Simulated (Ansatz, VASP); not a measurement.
# Two plane-wave programs on PtS2

Contents of INCAR:

```
SYSTEM = PtS2
PREC = Accurate ; ENCUT = 600
EDIFF = 1E-7 ; ISMEAR = 0
SIGMA = 0.02 ; LREAL = .FALSE.
LASPH = .TRUE. ; NELM = 60
ALGO = Normal ; ISIF = 3
LWAVE = .FALSE. ; LCHARG = .FALSE.
GGA = PS ; IBRION = 2
NSW = 100 ; EDIFFG = -0.005
```

File KPOINTS:

```
Automatic mesh
0
G
  12 12 8
  0 0 0
```

The input POSCAR:

```
PtS2
1.0
    3.5431995404      0.0000000000      0.0000000000
   -1.7715997703      3.0685008127      0.0000000000
    0.0000000000      0.0000000000      5.0388000919
Pt S
1 2
Direct
    0.0000000000      0.0000000000      0.0000000000
    0.3333333333      0.6666666667      0.2500000000
    0.6666666667      0.3333333333      0.7500000000
```

Input for Ansatz:

```yaml
crystal:
  lattice:
    - [3.5431995404, 0.0, 0.0]
    - [-1.7715997703, 3.0685008127, 0.0]
    - [0.0, 0.0, 5.0388000919]
  atoms:
    - { symbol: Pt, position: [0.0, 0.0, 0.0] }
    - { symbol: S, position: [0.3333333333, 0.6666666667, 0.25] }
    - { symbol: S, position: [0.6666666667, 0.3333333333, 0.75] }
basis:
  ecutwfc: 420
kpoints:
  mp_grid: { grid: [12, 12, 8] }
hamiltonian:
  xc: pbesol
scf:
  occupations: { method: gaussian, width: 0.02 }
output:
  forces: true
  stress: true
  eigenvalues: true
  write_density: true
  write_potential: true
  elf: true
  volumetric_format: npy
relax:
  adjacent_minimum: "off"
  f_tol: 0.005
  max_steps: 80
  cell: { stress_tol: 0.05 }
```

Alike in both runs: task relaxation of cell and atoms; functional PBEsol; k mesh 12 × 12 × 8; occupations gaussian, width 0.02 eV; no spin polarisation.

```csv
,VASP,Ansatz
version,VASP 6.6.1,Ansatz 0.2.0
potentials or method,"VASP PAW PBE potentials, release 64 (Pt, S), cutoff 600 eV","scalar-relativistic, plane waves, PAW"
valence electrons in the cell,22,30
```

VASP gave:

* gap on the k mesh at the Fermi level, each at its own relaxed structure (eV): 0.35
* relaxed volume (Å³/atom): 17.71
* relaxed length of the cell vector where the two differ most in proportion (Å): 4.824

Question: Which values does Ansatz return?

Answer: gap on the k mesh at the Fermi level, each at its own relaxed structure (eV): 0.24; relaxed volume (Å³/atom): 17.56; relaxed length of the cell vector where the two differ most in proportion (Å): 4.768.

VASP's potentials were made for PBE, not for PBEsol. VASP's potentials hold 22 valence electrons a cell and Ansatz's 30, so a difference there can come from the potentials and not from the codes.

Spin-orbit coupling is off throughout.
